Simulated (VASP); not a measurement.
MgO:

```
Mg O
1.0
     0.00000    2.05925    2.05925
     2.05925    0.00000    2.05925
     2.05925    2.05925    0.00000
Mg O
1 1
Direct
  0.00000 0.00000 0.00000
  0.50000 0.50000 0.50000
```

This cell differs from its parent crystal: volume scaled by 0.94.

Base run:

| Property | Result |
| --- | --- |
| Program | VASP 6.6.1 |
| Functional | r2SCAN |
| Potentials or basis | VASP PAW PBE potentials, release 64 (Mg_sv, O) |
| Cutoff | 660 eV |
| k mesh | 10 × 10 × 10 |
| Occupations | gaussian, width 0.02 eV |
| Spin | no spin polarisation |

Its results: band gap on the k mesh 6.37 eV, direct; pressure 11.7 GPa.

Problem. The run is repeated on the same cell with these changes: potentials or basis from VASP PAW PBE potentials, release 64 (Mg_sv, O) to VASP PAW PBE potentials, release 64 (Mg, O); cutoff from 660 eV to 520 eV; further incar settings from ALGO = Normal; EDIFF = 1e-06; NBANDS = 15 to ALGO = Normal; EDIFF = 1e-06; NBANDS = 11; valence electrons from 16 to 8. What comes out?

Solution. Band gap on the k mesh 6.32 eV, direct; pressure 10.6 GPa.

Caveats: the PAW data sets were made with another functional, which shifts forces and pressure a little.

